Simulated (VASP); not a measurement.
A run of VASP 6.6.1 is set up as follows.

Contents of INCAR:

```
  ALGO = Normal
  EDIFF = 1E-6
  ENCUT = 520
  GGA = PE
  ISIF = 2
  ISMEAR = -1
  LASPH = True
  LCHARG = False
  LREAL = False
  LWAVE = False
  NBANDS = 30
  NELM = 100
  PREC = Accurate
  SIGMA = 0.05
```

KPOINTS

```
k-points
0
Gamma
  3 3 3
```

File POSCAR:

```
CO
1.0
    5.6300000000      0.0000000000      0.0000000000
    0.0000000000      5.6300000000      0.0000000000
    0.0000000000      0.0000000000      5.6300000000
C O
4 4
Direct
    0.9060628774      1.0046492007      0.9704863233
    0.5226920071      0.0483404973      0.3431321492
    0.3643950266      0.5116943162      0.0884971581
    0.0673280639      0.5783186501      0.5891857904
    0.1021122558      0.0439445826      0.0513818828
    0.4756342806      0.9109289520      0.4999044405
    0.5438326821      0.3884262877      1.0636088810
    0.9831650089      0.5493431616      0.3916348135
```

Potentials or basis: VASP PAW PBE potentials, release 64 (C, O).

Command:

```bash
$ cat potpaw_PBE.64/C/POTCAR potpaw_PBE.64/O/POTCAR > POTCAR
$ mpirun -np 1 vasp_std > vasp.out
```

Q: What does it give for the pressure?

A: -7.5 GPa.

Q: What does it give for the band gap on the k mesh?

A: 4.85 eV.

Q: Estimate the largest force.

A: 7.798 eV/Å.

Stress tensor (GPa, compression positive):
```
-11.10   1.49  -3.42
  1.49  -3.07  -0.19
 -3.42  -0.19  -8.24
```

Caveat: the stress differs along the axes, from -11 to -3 GPa; this functional lacks dispersion, which holds the molecules together, so the pressure and a relaxed volume are unreliable; forces of over 1 eV/Å act on the atoms, so gaps and moduli don't describe the material at rest. PBE gaps usually lie below the measured ones, often by a third to a half.
